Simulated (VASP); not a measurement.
# Pt (R-3m) in VASP: further runs, part 2 of 2

VASP 6.6.1. The steps go on from the part before.

## 3. Single point, LDA

This run uses another cell than the first one, of the same volume but with other edges.

Input file INCAR:

```
PREC = Accurate
ENCUT = 520
EDIFF = 1E-6
ISMEAR = 0
SIGMA = 0.15
LREAL = False
LASPH = True
NELM = 60
ALGO = Normal
ISIF = 2
LWAVE = False
LCHARG = False
GGA = CA
NBANDS = 11
```

Input file KPOINTS:

```
Automatic mesh
0
Gamma
  20 20 20
```

Input file POSCAR:

```
Pt
1.0
    0.0973383644      2.0149041435      2.0149041435
    2.0149041435      0.0973383644      2.0149041435
    2.0149041435      2.0149041435      0.0973383644
Pt
1
Direct
    0.0000000000      0.0000000000      0.0000000000
```

Potentials or basis: VASP PAW LDA potentials, release 64 (Pt).

Run with:

```bash
$ cat potpaw_LDA.64/Pt/POTCAR > POTCAR
$ mpirun -np 1 vasp_std > vasp.out
```

OUTCAR:

```text
PREC = Accurate
   ENCUT = 520
   EDIFF = 1E-6
   ISMEAR = 0
   LREAL = False
   LASPH = True
   NELM = 60
   ISIF = 2
   GGA = CA

 ion  position               nearest neighbor table
   1  0.000  0.000  0.000-

  LATTYP: Found a trigonal (rhomboedric) cell.
 ALAT       =     2.8511668089
 COS(alpha) =     0.5476701089

  Lattice vectors:

 A1 = (   0.0973383644,   2.0149041435,   2.0149041435)
 A2 = (   2.0149041435,   0.0973383644,   2.0149041435)
 A3 = (   2.0149041435,   2.0149041435,   0.0973383644)

Analysis of symmetry for initial positions (statically):
=====================================================================
 Subroutine PRICEL returns:
 Original cell was already a primitive cell.

 Routine SETGRP: Setting up the symmetry group for a
 trigonal (rhombohedral) supercell.

 Subroutine GETGRP returns: Found 12 space group operations
 (whereof 12 operations were pure point group operations)
 out of a pool of 12 trial point group operations.

The static configuration has the point symmetry D_3d.

Analysis of symmetry for dynamics (positions and initial velocities):
=====================================================================
 Subroutine PRICEL returns:
 Original cell was already a primitive cell.

 Routine SETGRP: Setting up the symmetry group for a
 trigonal (rhombohedral) supercell.

 Subroutine GETGRP returns: Found 12 space group operations
 (whereof 12 operations were pure point group operations)
 out of a pool of 12 trial point group operations.

The dynamic configuration has the point symmetry D_3d.

 Subroutine INISYM returns: Found 12 space group operations
 (whereof 12 operations are pure point group operations),
 and found     1 'primitive' translations

----------------------------------------------------------------------------------------

                                     Primitive cell

  volume of cell :      15.1758

  direct lattice vectors                    reciprocal lattice vectors
     0.097338364  2.014904143  2.014904143    -0.266896947  0.254597549  0.254597549
     2.014904143  0.097338364  2.014904143     0.254597549 -0.266896947  0.254597549
     2.014904143  2.014904143  0.097338364     0.254597549  0.254597549 -0.266896947

  length of vectors
     2.851166809  2.851166809  2.851166809     0.448189474  0.448189474  0.448189474

  position of ions in fractional coordinates (direct lattice)
     0.000000000  0.000000000  0.000000000

  ion indices of the primitive-cell ions
   primitive index   ion index
                 1           1

----------------------------------------------------------------------------------------

 KPOINTS: Automatic mesh

Automatic generation of k-mesh.
 Grid dimensions read from file:
 generate k-points for:   20   20   20

 Generating k-lattice:

  Cartesian coordinates                     Fractional coordinates (reciprocal lattice)
    -0.013344847  0.012729877  0.012729877     0.050000000  0.000000000  0.000000000
     0.012729877 -0.013344847  0.012729877     0.000000000  0.050000000  0.000000000
     0.012729877  0.012729877 -0.013344847     0.000000000  0.000000000  0.050000000

  Length of vectors
     0.022409474  0.022409474  0.022409474

  Shift w.r.t. Gamma in fractional coordinates (k-lattice)
     0.000000000  0.000000000  0.000000000

 Subroutine IBZKPT returns following result:
 ===========================================

 Found    781 irreducible k-points:

 Following reciprocal coordinates:
            Coordinates               Weight
  0.000000  0.000000  0.000000      1.000000
  0.050000  0.000000 -0.000000      6.000000
  0.100000 -0.000000 -0.000000      6.000000
  0.150000  0.000000  0.000000      6.000000
  0.200000 -0.000000 -0.000000      6.000000
  0.250000  0.000000  0.000000      6.000000
[... 16 lines left out ...]
 -0.400000  0.050000 -0.000000     12.000000
 -0.350000  0.050000 -0.000000     12.000000
 [... further k-points ...]
   k-points           NKPTS =    781   k-points in BZ     NKDIM =    781   number of bands    NBANDS=     11
   number of dos      NEDOS =    301   number of ions     NIONS =      1
   total plane-waves  NPLWV =  13824
   dimension x,y,z NGX =    24 NGY =   24 NGZ =   24
   dimension x,y,z NGXF=    48 NGYF=   48 NGZF=   48
   ions per type =               1
   NGX,Y,Z   is equivalent  to a cutoff of  13.99, 13.99, 13.99 a.u.
   NGXF,Y,Z  is equivalent  to a cutoff of  27.99, 27.99, 27.99 a.u.
 SYSTEM =  unknown system
   PREC   = accura    normal or accurate (medium, high low for compatibility)
   ISTART =      0    job   : 0-new  1-cont  2-samecut
   ICHARG =      2    charge: 1-file 2-atom 10-const
   ISPIN  =      1    spin polarized calculation?
   LNONCOLLINEAR =      F non collinear calculations
   LSORBIT =      F    spin-orbit coupling
   LASPH  =      T    aspherical Exc in radial PAW
   ENCUT  =  520.0 eV  38.22 Ry    6.18 a.u.   5.30  5.30  5.30*2*pi/ulx,y,z
   NELM   =     60;   NELMIN=  2; NELMDL= -5     # of ELM steps
   EDIFF  = 0.1E-05   stopping-criterion for ELM
   LREAL  =      F    real-space projection
   EDIFFG = 0.1E-04   stopping-criterion for IOM
   NSW    =      0    number of steps for IOM
   IBRION =     -1    ionic relax: 0-MD 1-quasi-New 2-CG
   NFREE  =      0    steps in history (QN), initial steepest desc. (CG)
   ISIF   =      2    stress and relaxation
   ISYM   =      2    0-nonsym 1-usesym 2-fastsym
   POTIM  = 0.5000    time-step for ionic-motion
   TEBEG  =    0.0;   TEEND  =   0.0 temperature during run
   PSTRESS=    0.0 pullay stress
   NELECT =      10.0000    total number of electrons
   NUPDOWN=      -1.0000    fix difference up-down
   EMIN   =  10.00;   EMAX   =-10.00  energy-range for DOS
   EFERMI =   0.00;   METHOD = LEGACY
   ISMEAR =     0;   SIGMA  =   0.15  broadening in eV -4-tet -1-fermi 0-gaus
   EFERMI_NEDOS =   21; number of points for ismear=-14 and -15
   IALGO  =     38    algorithm
   IMIX   =      4    mixing-type and parameters
     AMIX     =   0.40;   BMIX     =  1.00
     AMIX_MAG =   1.60;   BMIX_MAG =  1.00
  volume/ion in A,a.u.               =      15.18       102.41
  Fermi-wavevector in a.u.,A,eV,Ry     =   1.424595  2.692094 27.612620  2.029470
  Thomas-Fermi vector in A             =   2.545069
   LORBIT       =      0    0 simple, 1 ext, 2 COOP (PROOUT), +10 PAW based schemes
   GGA     = CA    functional components
   LHFCALC =     F    Hartree Fock is set to
   AEXX    =    0.0000 exact exchange contribution
   IVDW    =     0    specifies the selected vdW correction
   LEPSILON=     F    determine dielectric tensor
   LRPA    =     F    only Hartree local field effects (RPA)
 non-spin polarized calculation
 Gauss-broadening in eV      SIGMA  =   0.15
  energy-cutoff  :      520.00
  volume of cell :       15.18
 maximum number of plane-waves:       418
 NGX is ok and might be reduce to    24

 number of electron      10.0000000 magnetization

 Free energy of the ion-electron system (eV)
  ---------------------------------------------------
  ext. energy  EPLUGINS =         0.00000000
  ---------------------------------------------------
  free energy    TOTEN  =        -7.48191522 eV

  energy without entropy =       -7.46362153  energy(sigma->0) =       -7.47276838

 E-fermi :  10.9981     XC(G=0): -13.6451

 val. band max:       10.9972755112   @ k =  -0.3500   0.0500   0.0500
 cond. band min:      10.9999731295   @ k =   0.5000   0.5000   0.2500
 fundamental gap:      0.0026976183
 Fermi energy:        10.9981254357

 k-point     1 :       0.0000    0.0000    0.0000
  band No.  band energies     occupation
      1       0.8363      2.00000
      2       6.6695      2.00000
      3       7.4136      2.00000
      4       7.4136      2.00000
      5       9.5172      2.00000
      6       9.5172      2.00000
      7      25.4993      0.00000
      8      29.1496      0.00000
      9      31.3975      0.00000
     10      31.3975      0.00000
     11      35.9794      0.00000
[... 309 lines left out ...]
 k-point    24 :      -0.3500    0.0500   -0.0000
  band No.  band energies     occupation
      1       3.8234      2.00000
      2       6.8856      2.00000
      3       7.8715      2.00000
      4       8.2599      2.00000
      5      10.0458      2.00000
      6      11.0753      0.46664
      7      20.5026      0.00000
      8      26.0574      0.00000
      9      30.2534      0.00000
     10      31.7126      0.00000
     11      35.8670      0.00000

 [... further k-points ...]

------------------------ aborting loop because EDIFF is reached ----------------------------------------

  FORCE on cell =-STRESS in cart. coord.  units (eV):
  Direction    XX          YY          ZZ          XY          YZ          ZX
  --------------------------------------------------------------------------------------
  -------------------------------------------------------------------------------------
  Total       -0.5282141     -0.5282141     -0.5282141     -0.3686661     -0.3686661     -0.3686661
  in kB      -55.7660836    -55.7660836    -55.7660836    -38.9218394    -38.9218394    -38.9218394
  external PRESSURE =     -55.7660836 kB  Pullay stress =       0.0000000 kB

 VOLUME and BASIS-vectors are now :
 -----------------------------------------------------------------------------
  energy-cutoff  :      520.00
  volume of cell :       15.18
      direct lattice vectors                 reciprocal lattice vectors
     0.097338364  2.014904143  2.014904143    -0.266896947  0.254597549  0.254597549
     2.014904143  0.097338364  2.014904143     0.254597549 -0.266896947  0.254597549
     2.014904143  2.014904143  0.097338364     0.254597549  0.254597549 -0.266896947

 POSITION                                       TOTAL-FORCE (eV/Angst)
 -----------------------------------------------------------------------------------
      0.00000      0.00000      0.00000        -0.000000     -0.000000     -0.000000
 -----------------------------------------------------------------------------------
    total drift:                               -0.000000     -0.000000     -0.000000

  FREE ENERGIE OF THE ION-ELECTRON SYSTEM (eV)
  ---------------------------------------------------
  free  energy   TOTEN  =        -7.4819152221 eV

  energy  without entropy=       -7.4636215284  energy(sigma->0) =       -7.47276838
```

OSZICAR:

```text
N       E                     dE             d eps       ncg     rms          rms(c)
DAV:   1     0.381221762366E+02    0.38122E+02   -0.53311E+03 17550   0.843E+02
DAV:   2    -0.732208985883E+01   -0.45444E+02   -0.43665E+02 19531   0.176E+02
DAV:   3    -0.792070111570E+01   -0.59861E+00   -0.59511E+00 20221   0.193E+01
DAV:   4    -0.792301319732E+01   -0.23121E-02   -0.23119E-02 19795   0.141E+00
DAV:   5    -0.792303143796E+01   -0.18241E-04   -0.18240E-04 20263   0.117E-01    0.131E+01
DAV:   6    -0.752815731712E+01    0.39487E+00   -0.94001E-01 18595   0.755E+00    0.670E+00
DAV:   7    -0.748650347666E+01    0.41654E-01   -0.13707E-01 19987   0.276E+00    0.257E+00
DAV:   8    -0.748208775752E+01    0.44157E-02   -0.56791E-03 18898   0.711E-01    0.544E-01
DAV:   9    -0.748191492362E+01    0.17283E-03   -0.15129E-04 19171   0.115E-01    0.467E-02
DAV:  10    -0.748191522206E+01   -0.29844E-06   -0.36894E-06 19984   0.150E-02
   1 F= -.74819152E+01 E0= -.74727684E+01  d E =-.182937E-01
```

Run time: 33 s. Hardware: 1 thread of Intel Xeon 6975P-C (Granite Rapids), shared host; peak memory 0.24 GiB.

Results:

```yaml
Free_energy: -7.4819 eV
Pressure: -5.6 GPa
Band_gap_on_the_k_mesh: zero (bands 5 and 6 overlap by 2.31 eV)
```

Caveat: the cell stands under tension; spin-orbit coupling is left out, which moves the levels of the heavy elements.
